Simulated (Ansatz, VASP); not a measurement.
# One calculation of SnO, two programs

```
Sn O
1.0
     3.35500    0.00000    0.00000
     0.00000    5.67410    0.00000
     0.00000    0.00000    4.22197
Sn O
2 2
Direct
  0.50000 0.76809 0.03683
  0.00000 0.23191 0.51314
  0.50000 0.10875 0.23686
  0.00000 0.89125 0.73686
```

Alike in both runs: task single point; functional PBEsol; k mesh 10 × 6 × 8; occupations fermi-dirac, width 0.02 eV; no spin polarisation.

|  | VASP | Ansatz |
| --- | --- | --- |
| version | VASP 6.6.1 | Ansatz 0.2.0 |
| potentials or method | VASP PAW PBE potentials, release 64 (Sn_d, O), cutoff 520 eV | scalar-relativistic, plane waves, PAW |
| valence electrons in the cell | 40 | 40 |

Ansatz gave:

```
pressure (GPa)                                                : -3.7
traceless stress, the component that is largest in VASP (GPa) : 1.77
rms of the force components (eV/Å)                            : 0.346
```

What did VASP give for the same quantities?

Pressure (GPa): -3.6; traceless stress, the component that is largest in VASP (GPa): 1.78; rms of the force components (eV/Å): 0.322.

VASP's potentials were made for PBE, not for PBEsol. Atom by atom the forces differ by 0.034 eV/Å (rms over components). Ansatz's warnings: stress scf threshold loose.
